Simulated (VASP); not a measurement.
# CaS (Fm-3m) in VASP: a series of runs

Runs on CaS. Level: PBE. Tasks: single point, relaxation of cell and atoms.

All numbers are computed with VASP 6.6.1; they aren't measurements. Logs are shortened: lines on timing, memory, paths and dates and some standing lists are left out, and cuts for length are marked.

### 1 The cell of the first run

Symmetry: Fm-3m, No. 225, cubic system. The conventional cell has a = 5.707 Å, b = 5.707 Å, c = 5.707 Å, α = 90.00°, β = 90.00°, γ = 90.00°. Within 3.8 Å of Ca (site symmetry m-3m) lie 6 S at 2.85 Å. S (site symmetry m-3m) has 6 Ca at 2.85 Å within 3.8 Å.

### 2 Single point, PBE

INCAR reads:

```
SYSTEM = CaS
  ALGO = Normal
  EDIFF = 1E-6
  ENCUT = 500
  GGA = PE
  GGA_COMPAT = .FALSE.
  ISIF = 2
  ISMEAR = 0
  LASPH = .TRUE.
  LCHARG = .TRUE.
  LELF = .TRUE.
  LREAL = .FALSE.
  LVHAR = .TRUE.
  LWAVE = .FALSE.
  NBANDS = 15
  NELM = 120
  PREC = Accurate
  SIGMA = 0.1
```

KPOINTS reads:

```
k-points
0
G
  6 6 6
  0 0 0
```

POSCAR reads:

```
CaS
1.0
    0.0000000000      2.8534875526      2.8534875526
    2.8534875526      0.0000000000      2.8534875526
    2.8534875526      2.8534875526      0.0000000000
Ca S
1 1
Direct
    0.0000000000      0.0000000000      0.0000000000
    0.5000000000      0.5000000000      0.5000000000
```

Potentials or basis: VASP PAW PBE potentials, release 64 (Ca_sv, S).

Run with:

```bash
$ cat potpaw_PBE.64/Ca_sv/POTCAR potpaw_PBE.64/S/POTCAR > POTCAR
$ mpirun -np 1 vasp_std > vasp.out
```

OUTCAR:

```text
SYSTEM = CaS
   EDIFF = 1E-6
   ENCUT = 500
   GGA = PE
   ISIF = 2
   ISMEAR = 0
   LASPH = .TRUE.
   LREAL = .FALSE.
   NELM = 120
   PREC = Accurate

 ion  position               nearest neighbor table
   1  0.000  0.000  0.000-   2 2.85   2 2.85   2 2.85   2 2.85   2 2.85   2 2.85
   2  0.500  0.500  0.500-   1 2.85   1 2.85   1 2.85   1 2.85   1 2.85   1 2.85

  LATTYP: Found a face centered cubic cell.
 ALAT       =     5.7069751052

  Lattice vectors:

 A1 = (   0.0000000000,   2.8534875526,   2.8534875526)
 A2 = (   2.8534875526,   0.0000000000,   2.8534875526)
 A3 = (   2.8534875526,   2.8534875526,   0.0000000000)

Analysis of symmetry for initial positions (statically):
=====================================================================
 Subroutine PRICEL returns:
 Original cell was already a primitive cell.

 Routine SETGRP: Setting up the symmetry group for a
 face centered cubic supercell.

 Subroutine GETGRP returns: Found 48 space group operations
 (whereof 48 operations were pure point group operations)
 out of a pool of 48 trial point group operations.

The static configuration has the point symmetry O_h .

Analysis of symmetry for dynamics (positions and initial velocities):
=====================================================================
 Subroutine PRICEL returns:
 Original cell was already a primitive cell.

 Routine SETGRP: Setting up the symmetry group for a
 face centered cubic supercell.

 Subroutine GETGRP returns: Found 48 space group operations
 (whereof 48 operations were pure point group operations)
 out of a pool of 48 trial point group operations.

The dynamic configuration has the point symmetry O_h .

 Subroutine INISYM returns: Found 48 space group operations
 (whereof 48 operations are pure point group operations),
 and found     1 'primitive' translations

----------------------------------------------------------------------------------------

                                     Primitive cell

  volume of cell :      46.4684

  direct lattice vectors                    reciprocal lattice vectors
     0.000000000  2.853487553  2.853487553    -0.175224174  0.175224174  0.175224174
     2.853487553  0.000000000  2.853487553     0.175224174 -0.175224174  0.175224174
     2.853487553  2.853487553  0.000000000     0.175224174  0.175224174 -0.175224174

  length of vectors
     4.035440797  4.035440797  4.035440797     0.303497172  0.303497172  0.303497172

  position of ions in fractional coordinates (direct lattice)
     0.000000000  0.000000000  0.000000000
     0.500000000  0.500000000  0.500000000

  ion indices of the primitive-cell ions
   primitive index   ion index
                 1           1
                 2           2

----------------------------------------------------------------------------------------

 KPOINTS: k-points

Automatic generation of k-mesh.
 Grid dimensions read from file:
 generate k-points for:    6    6    6

 Generating k-lattice:

  Cartesian coordinates                     Fractional coordinates (reciprocal lattice)
    -0.029204029  0.029204029  0.029204029     0.166666667  0.000000000  0.000000000
     0.029204029 -0.029204029  0.029204029     0.000000000  0.166666667  0.000000000
     0.029204029  0.029204029 -0.029204029     0.000000000  0.000000000  0.166666667

  Length of vectors
     0.050582862  0.050582862  0.050582862

  Shift w.r.t. Gamma in fractional coordinates (k-lattice)
     0.000000000  0.000000000  0.000000000

 Subroutine IBZKPT returns following result:
 ===========================================

 Found     16 irreducible k-points:

 Following reciprocal coordinates:
            Coordinates               Weight
  0.000000  0.000000  0.000000      1.000000
  0.166667  0.000000  0.000000      8.000000
  0.333333  0.000000  0.000000      8.000000
  0.500000  0.000000  0.000000      4.000000
  0.166667  0.166667  0.000000      6.000000
  0.333333  0.166667  0.000000     24.000000
[... 8 lines left out ...]
 -0.333333  0.333333  0.166667     24.000000
 -0.333333  0.500000  0.166667     12.000000
   k-points           NKPTS =     16   k-points in BZ     NKDIM =     16   number of bands    NBANDS=     15
   number of dos      NEDOS =    301   number of ions     NIONS =      2
   total plane-waves  NPLWV =  27000
   dimension x,y,z NGX =    30 NGY =   30 NGZ =   30
   dimension x,y,z NGXF=    60 NGYF=   60 NGZF=   60
   ions per type =               1   1
   NGX,Y,Z   is equivalent  to a cutoff of  12.36, 12.36, 12.36 a.u.
   NGXF,Y,Z  is equivalent  to a cutoff of  24.72, 24.72, 24.72 a.u.
 SYSTEM =  CaS
   PREC   = accura    normal or accurate (medium, high low for compatibility)
   ISTART =      0    job   : 0-new  1-cont  2-samecut
   ICHARG =      2    charge: 1-file 2-atom 10-const
   ISPIN  =      1    spin polarized calculation?
   LNONCOLLINEAR =      F non collinear calculations
   LSORBIT =      F    spin-orbit coupling
   LASPH  =      T    aspherical Exc in radial PAW
   ENCUT  =  500.0 eV  36.75 Ry    6.06 a.u.   7.36  7.36  7.36*2*pi/ulx,y,z
   NELM   =    120;   NELMIN=  2; NELMDL= -5     # of ELM steps
   EDIFF  = 0.1E-05   stopping-criterion for ELM
   LREAL  =      F    real-space projection
   EDIFFG = 0.1E-04   stopping-criterion for IOM
   NSW    =      0    number of steps for IOM
   IBRION =     -1    ionic relax: 0-MD 1-quasi-New 2-CG
   NFREE  =      0    steps in history (QN), initial steepest desc. (CG)
   ISIF   =      2    stress and relaxation
   ISYM   =      2    0-nonsym 1-usesym 2-fastsym
   POTIM  = 0.5000    time-step for ionic-motion
   TEBEG  =    0.0;   TEEND  =   0.0 temperature during run
   PSTRESS=    0.0 pullay stress
   NELECT =      16.0000    total number of electrons
   NUPDOWN=      -1.0000    fix difference up-down
   EMIN   =  10.00;   EMAX   =-10.00  energy-range for DOS
   EFERMI =   0.00;   METHOD = LEGACY
   ISMEAR =     0;   SIGMA  =   0.10  broadening in eV -4-tet -1-fermi 0-gaus
   EFERMI_NEDOS =   21; number of points for ismear=-14 and -15
   IALGO  =     38    algorithm
   IMIX   =      4    mixing-type and parameters
     AMIX     =   0.40;   BMIX     =  1.00
     AMIX_MAG =   1.60;   BMIX_MAG =  1.00
  volume/ion in A,a.u.               =      23.23       156.79
  Fermi-wavevector in a.u.,A,eV,Ry     =   1.147437  2.168341 17.913589  1.316612
  Thomas-Fermi vector in A             =   2.284117
   LORBIT       =      0    0 simple, 1 ext, 2 COOP (PROOUT), +10 PAW based schemes
   GGA     = PE    functional components
   LHFCALC =     F    Hartree Fock is set to
   AEXX    =    0.0000 exact exchange contribution
   IVDW    =     0    specifies the selected vdW correction
   LEPSILON=     F    determine dielectric tensor
   LRPA    =     F    only Hartree local field effects (RPA)
 non-spin polarized calculation
 Gauss-broadening in eV      SIGMA  =   0.10
  energy-cutoff  :      500.00
  volume of cell :       46.47
 maximum number of plane-waves:      1243
 NGX is ok and might be reduce to    30
   NGX = 15   NGY = 15   NGZ = 15

 number of electron      16.0000004 magnetization

 Free energy of the ion-electron system (eV)
  ---------------------------------------------------
  ext. energy  EPLUGINS =         0.00000000
  ---------------------------------------------------
  free energy    TOTEN  =       -10.36419786 eV

  energy without entropy =      -10.36419786  energy(sigma->0) =      -10.36419786

 E-fermi :   3.1964     XC(G=0):  -9.2880

 val. band max:        2.6840329439   @ k =   0.0000   0.0000   0.0000
 cond. band min:       5.0547409921   @ k =   0.5000   0.5000   0.0000
 fundamental gap:      2.3707080481
 Fermi energy:         3.1964347150

 k-point     1 :       0.0000    0.0000    0.0000
  band No.  band energies     occupation
      1     -36.5364      2.00000
      2     -17.5155      2.00000
      3     -17.5155      2.00000
      4     -17.5155      2.00000
      5      -8.6210      2.00000
      6       2.6840      2.00000
      7       2.6840      2.00000
      8       2.6840      2.00000
      9       6.7920      0.00000
     10       6.8489      0.00000
     11       6.8489      0.00000
     12       6.8489      0.00000
     13       7.4372      0.00000
     14       7.4372      0.00000
     15      13.5343      0.00000

 k-point     2 :       0.1667    0.0000    0.0000
  band No.  band energies     occupation
      1     -36.5336      2.00000
      2     -17.5570      2.00000
      3     -17.5187      2.00000
      4     -17.5187      2.00000
      5      -8.4383      2.00000
      6       1.6475      2.00000
      7       2.3216      2.00000
      8       2.3216      2.00000
      9       6.8528      0.00000
     10       7.2345      0.00000
     11       7.2345      0.00000
     12       8.0207      0.00000
     13       8.1297      0.00000
     14       8.1297      0.00000
     15      13.5232      0.00000

 k-point     3 :       0.3333    0.0000    0.0000
  band No.  band energies     occupation
      1     -36.5281      2.00000
      2     -17.6379      2.00000
      3     -17.5251      2.00000
      4     -17.5251      2.00000
      5      -8.0421      2.00000
      6       0.2124      2.00000
      7       1.7670      2.00000
      8       1.7670      2.00000
      9       7.2137      0.00000
     10       8.1546      0.00000
     11       8.1546      0.00000
     12       9.3160      0.00000
     13       9.6248      0.00000
     14       9.6248      0.00000
     15      12.8724      0.00000

 k-point     4 :       0.5000    0.0000    0.0000
  band No.  band energies     occupation
      1     -36.5254      2.00000
      2     -17.6773      2.00000
      3     -17.5283      2.00000
      4     -17.5283      2.00000
      5      -7.8237      2.00000
      6      -0.3862      2.00000
      7       1.5398      2.00000
      8       1.5398      2.00000
      9       7.8907      0.00000
     10       8.7248      0.00000
     11       8.8607      0.00000
     12       8.8607      0.00000
     13      10.7905      0.00000
     14      10.7905      0.00000
     15      11.5146      0.00000
[... 163 lines left out ...]
 k-point    14 :       0.5000    0.3333    0.1667
  band No.  band energies     occupation
      1     -36.5245      2.00000
      2     -17.6254      2.00000
      3     -17.5673      2.00000
      4     -17.5420      2.00000
      5      -7.9577      2.00000
      6       0.3293      2.00000
      7       1.4599      2.00000
      8       1.5873      2.00000
      9       6.6315      0.00000
     10       8.3601      0.00000
     11       8.8580      0.00000
     12       9.0218      0.00000
     13       9.5467      0.00000
     14      10.9671      0.00000
     15      11.4529      0.00000

 k-point    15 :      -0.3333    0.3333    0.1667
  band No.  band energies     occupation
      1     -36.5227      2.00000
      2     -17.6286      2.00000
      3     -17.5812      2.00000
      4     -17.5512      2.00000
      5      -7.8736      2.00000
      6       0.3782      2.00000
      7       1.0530      2.00000
      8       1.4543      2.00000
      9       7.5739      0.00000
     10       7.6971      0.00000
     11       9.1469      0.00000
     12       9.2720      0.00000
     13       9.3184      0.00000
     14      11.3183      0.00000
     15      11.9493      0.00000

 k-point    16 :      -0.3333    0.5000    0.1667
  band No.  band energies     occupation
      1     -36.5219      2.00000
      2     -17.6166      2.00000
      3     -17.5807      2.00000
      4     -17.5701      2.00000
      5      -7.9193      2.00000
      6       0.6392      2.00000
      7       1.2907      2.00000
      8       1.3136      2.00000
      9       6.3584      0.00000
     10       8.5674      0.00000
     11       8.5749      0.00000
     12       9.1849      0.00000
     13       9.4526      0.00000
     14      10.4897      0.00000
     15      12.6407      0.00000

------------------------ aborting loop because EDIFF is reached ----------------------------------------

  FORCE on cell =-STRESS in cart. coord.  units (eV):
  Direction    XX          YY          ZZ          XY          YZ          ZX
  --------------------------------------------------------------------------------------
  -------------------------------------------------------------------------------------
  Total        0.0857414      0.0857414      0.0857414      0.0000000      0.0000000     -0.0000000
  in kB        2.9562652      2.9562652      2.9562652      0.0000000      0.0000000     -0.0000000
  external PRESSURE =       2.9562652 kB  Pullay stress =       0.0000000 kB

 VOLUME and BASIS-vectors are now :
 -----------------------------------------------------------------------------
  energy-cutoff  :      500.00
  volume of cell :       46.47
      direct lattice vectors                 reciprocal lattice vectors
     0.000000000  2.853487553  2.853487553    -0.175224174  0.175224174  0.175224174
     2.853487553  0.000000000  2.853487553     0.175224174 -0.175224174  0.175224174
     2.853487553  2.853487553  0.000000000     0.175224174  0.175224174 -0.175224174

 POSITION                                       TOTAL-FORCE (eV/Angst)
 -----------------------------------------------------------------------------------
      0.00000      0.00000      0.00000         0.000000     -0.000000     -0.000000
      2.85349      2.85349      2.85349        -0.000000      0.000000      0.000000
 -----------------------------------------------------------------------------------
    total drift:                               -0.000000      0.000000      0.000000

  FREE ENERGIE OF THE ION-ELECTRON SYSTEM (eV)
  ---------------------------------------------------
  free  energy   TOTEN  =       -10.3641978614 eV

  energy  without entropy=      -10.3641978614  energy(sigma->0) =      -10.36419786
```

It took 12 s on 1 thread of AMD EPYC 7R43 (Zen 3), shared host; peak memory 0.13 GiB.

Results:

```yaml
Free_energy: -10.3642 eV
Pressure: 0.3 GPa
Band_gap_on_the_k_mesh: 2.37 eV, indirect (least direct gap 3.17 eV)
```

### 3 Single point, PBE

This run uses another cell than the first one, of 22.98 Å³/atom, 0.989 times its volume.

INCAR reads:

```
SYSTEM = CaS
  PREC = Accurate
  ENCUT = 500
  EDIFF = 1E-6
  ISMEAR = 0
  SIGMA = 0.1
  LREAL = .FALSE.
  LASPH = .TRUE.
  NELM = 120
  ALGO = Normal
  ISIF = 2
  LWAVE = .FALSE.
  LCHARG = .TRUE.
  GGA = PE
  LELF = .TRUE.
  LVHAR = .TRUE.
  NBANDS = 15
  GGA_COMPAT = .FALSE.
```

KPOINTS reads:

```
regular mesh
0
G
  6 6 6
  0 0 0
```

POSCAR reads:

```
CaS
1.0
    0.0000000000      2.8429999400      2.8429999400
    2.8429999400      0.0000000000      2.8429999400
    2.8429999400      2.8429999400      0.0000000000
Ca S
1 1
Direct
    0.0000000000      0.0000000000      0.0000000000
    0.5000000000      0.5000000000      0.5000000000
```

Potentials or basis: VASP PAW PBE potentials, release 64 (Ca_sv, S).

Run with:

```bash
$ cat potpaw_PBE.64/Ca_sv/POTCAR potpaw_PBE.64/S/POTCAR > POTCAR
$ mpirun -np 1 vasp_std > vasp.out
```

OUTCAR:

```text
SYSTEM = CaS
   PREC = Accurate
   ENCUT = 500
   EDIFF = 1E-6
   ISMEAR = 0
   LREAL = .FALSE.
   LASPH = .TRUE.
   NELM = 120
   ISIF = 2
   GGA = PE

 ion  position               nearest neighbor table
   1  0.000  0.000  0.000-   2 2.84   2 2.84   2 2.84   2 2.84   2 2.84   2 2.84
   2  0.500  0.500  0.500-   1 2.84   1 2.84   1 2.84   1 2.84   1 2.84   1 2.84

  LATTYP: Found a face centered cubic cell.
 ALAT       =     5.6859998800

  Lattice vectors:

 A1 = (   0.0000000000,   2.8429999400,   2.8429999400)
 A2 = (   2.8429999400,   0.0000000000,   2.8429999400)
 A3 = (   2.8429999400,   2.8429999400,   0.0000000000)

Analysis of symmetry for initial positions (statically):
=====================================================================
 Subroutine PRICEL returns:
 Original cell was already a primitive cell.

 Routine SETGRP: Setting up the symmetry group for a
 face centered cubic supercell.

 Subroutine GETGRP returns: Found 48 space group operations
 (whereof 48 operations were pure point group operations)
 out of a pool of 48 trial point group operations.

The static configuration has the point symmetry O_h .

Analysis of symmetry for dynamics (positions and initial velocities):
[... 169 lines left out ...]
     10       6.9258      0.00000
     11       6.9258      0.00000
     12       6.9393      0.00000
     13       7.5237      0.00000
     14       7.5237      0.00000
[... 257 lines left out ...]
      2     -17.5061      2.00000
      3     -17.4685      2.00000
      4     -17.4574      2.00000
      5      -7.8616      2.00000
      6       0.6954      2.00000
      7       1.3518      2.00000
      8       1.3728      2.00000
      9       6.4324      0.00000
     10       8.6793      0.00000
     11       8.6827      0.00000
     12       9.3111      0.00000
     13       9.5760      0.00000
     14      10.6401      0.00000
     15      12.7864      0.00000

------------------------ aborting loop because EDIFF is reached ----------------------------------------

  FORCE on cell =-STRESS in cart. coord.  units (eV):
  Direction    XX          YY          ZZ          XY          YZ          ZX
  --------------------------------------------------------------------------------------
  -------------------------------------------------------------------------------------
  Total        0.2738876      0.2738876      0.2738876      0.0000000      0.0000000     -0.0000000
  in kB        9.5482214      9.5482214      9.5482214      0.0000000      0.0000000     -0.0000000
  external PRESSURE =       9.5482214 kB  Pullay stress =       0.0000000 kB

 VOLUME and BASIS-vectors are now :
 -----------------------------------------------------------------------------
  energy-cutoff  :      500.00
  volume of cell :       45.96
      direct lattice vectors                 reciprocal lattice vectors
     0.000000000  2.842999940  2.842999940    -0.175870563  0.175870563  0.175870563
     2.842999940  0.000000000  2.842999940     0.175870563 -0.175870563  0.175870563
     2.842999940  2.842999940  0.000000000     0.175870563  0.175870563 -0.175870563

 POSITION                                       TOTAL-FORCE (eV/Angst)
 -----------------------------------------------------------------------------------
      0.00000      0.00000      0.00000         0.000000     -0.000000     -0.000000
      2.84300      2.84300      2.84300        -0.000000      0.000000      0.000000
 -----------------------------------------------------------------------------------
    total drift:                               -0.000000      0.000000      0.000000

  FREE ENERGIE OF THE ION-ELECTRON SYSTEM (eV)
  ---------------------------------------------------
  free  energy   TOTEN  =       -10.3620040795 eV

  energy  without entropy=      -10.3620040795  energy(sigma->0) =      -10.36200408
```

stdout:

```text
POSCAR found type information on POSCAR CaS
 POSCAR found :  2 types and       2 ions
 scaLAPACK will be used
 LDA part: xc-table for (Slater+PW92), standard interpolation
 POSCAR, INCAR and KPOINTS ok, starting setup
 FFT: planning ... GRIDC
 FFT: planning ... GRID_SOFT
 FFT: planning ... GRID
 WAVECAR not read
 entering main loop
```

Wall time 12 s (1 thread of AMD EPYC 7R43 (Zen 3), shared host); peak memory 0.13 GiB.

What came out:

| Property | Result |
| --- | --- |
| Free energy | -10.3620 eV |
| Pressure | 1.0 GPa |
| Band gap on the k mesh | 2.35 eV, indirect (least direct gap 3.16 eV) |

A k mesh can miss the band edges. A hybrid or GW would open this gap; PBE tends to underestimate it.

### 4 Single point, PBE

This run uses another cell than the first one, of 22.98 Å³/atom, 0.989 times its volume.

INCAR reads:

```
PREC = Accurate
ENCUT = 500
EDIFF = 1E-6
ISMEAR = 0
SIGMA = 0.1
LREAL = False
LASPH = True
NELM = 120
ALGO = Normal
ISIF = 2
LWAVE = False
LCHARG = False
GGA = PE
NBANDS = 15
GGA_COMPAT = False
```

KPOINTS reads:

```
Automatic mesh
0
Gamma
  6 6 6
```

POSCAR is that of step 3.

Run with:

```bash
$ cat potpaw_PBE.64/Ca_sv/POTCAR potpaw_PBE.64/S/POTCAR > POTCAR
$ mpirun -np 1 vasp_std > vasp.out
```

It took 12 s on 1 thread of AMD EPYC 7R43 (Zen 3), shared host; peak memory 0.13 GiB.

Results (log left out):

```
Free energy            : -10.3620 eV
Pressure               : 1.0 GPa
Band gap on the k mesh : 2.35 eV, indirect (least direct gap 3.16 eV)
```

Levels at points of the mesh, in eV from the valence-band top:
```tsv
k point	band 4	band 5	band 6	band 7	band 8	band 9	band 10	band 11	band 12	band 13
(0.00, 0.00, 0.00)	-20.16	-11.34	0.00	0.00	0.00	4.16	4.16	4.16	4.18	4.76
(0.50, 0.00, 0.00)	-20.18	-10.52	-3.11	-1.17	-1.17	5.23	6.08	6.21	6.21	8.18
(0.50, 0.50, 0.00)	-20.21	-10.71	-2.29	-0.81	-0.81	2.35	5.61	6.04	6.80	6.81
```

A k mesh can miss the band edges.

(Part 1 of 2 ends here.)
